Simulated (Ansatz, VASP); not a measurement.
One calculation of Nb, two programs

```
Nb
1.0
    -1.69658    1.69658    1.69658
     1.69658   -1.69658    1.69658
     1.69658    1.69658   -1.69658
Nb
1
Direct
  0.00000 0.00000 0.00000
```

Change from the starting cell: volume scaled by 1.06.

Alike in both runs: task single point; functional PBEsol; k mesh 11 × 11 × 11; occupations fermi-dirac, width 0.05 eV; no spin polarisation.

|  | VASP | Ansatz |
| --- | --- | --- |
| version | VASP 6.6.1 | Ansatz 0.2.0 |
| potentials or method | VASP PAW PBE potentials, release 64 (Nb_sv), cutoff 500 eV | all-electron LAPW, scalar-relativistic |

Ansatz gave:

```
gap on the k mesh at the Fermi level (eV) : none
pressure (GPa)                            : -15.9
```

Q: What did VASP give for the same quantities?

A: gap on the k mesh at the Fermi level (eV): none; pressure (GPa): -16.2.

VASP's potentials were made for PBE, not for PBEsol. A gap of «none» marks a metal or a gap that the smearing closes. Ansatz ran all-electron here, and VASP with PAW potentials.
